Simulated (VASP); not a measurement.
A run of VASP 6.6.1 is set up as follows.

The input INCAR:

```
SYSTEM = Ta
ALGO     = Normal         ! electronic algorithm
EDIFF    = 1E-7           ! SCF threshold, eV
EDIFFG   = -0.01          ! ionic threshold
ENCUT    = 600            ! plane-wave cutoff, eV
GGA      = PE             ! functional
IBRION   = 2              ! ionic algorithm
ISIF     = 3              ! what is computed and relaxed
ISMEAR   = -1             ! smearing method
LASPH    = .TRUE.         ! aspherical terms in the spheres
LCHARG   = .FALSE.        ! write CHGCAR
LREAL    = .FALSE.        ! projectors in reciprocal space
LWAVE    = .FALSE.        ! write WAVECAR
NELM     = 80             ! most SCF steps
NSW      = 80             ! ionic steps
PREC     = Accurate       ! precision mode
SIGMA    = 0.1            ! smearing width, eV
```

KPOINTS

```
k-points
0
G
  9 9 9
  0 0 0
```

POSCAR

```
Ta
1.0
    0.0000000000      2.8998653517      2.8998653517
    2.8998653517      0.0000000000      2.8998653517
    2.8998653517      2.8998653517      0.0000000000
Ta
2
Direct
    0.1250000000      0.1250000000      0.1250000000
    0.8750000000      0.8750000000      0.8750000000
```

Potentials or basis: VASP PAW PBE potentials, release 64 (Ta_pv).

Command:

```console
$ cat potpaw_PBE.64/Ta_pv/POTCAR > POTCAR
$ mpirun -np 1 vasp_std > vasp.out
```

(1) Estimate the relaxed cell.

(2) Estimate the band gap on the k mesh.

Results:

(1) a = 4.319 Å, b = 4.319 Å, c = 4.319 Å, α = 60.00°, β = 60.00°, γ = 60.00°.

(2) zero (bands 11 and 12 overlap by 0.66 eV).

Caveat: spin-orbit coupling is left out, which moves the levels of the heavy elements.
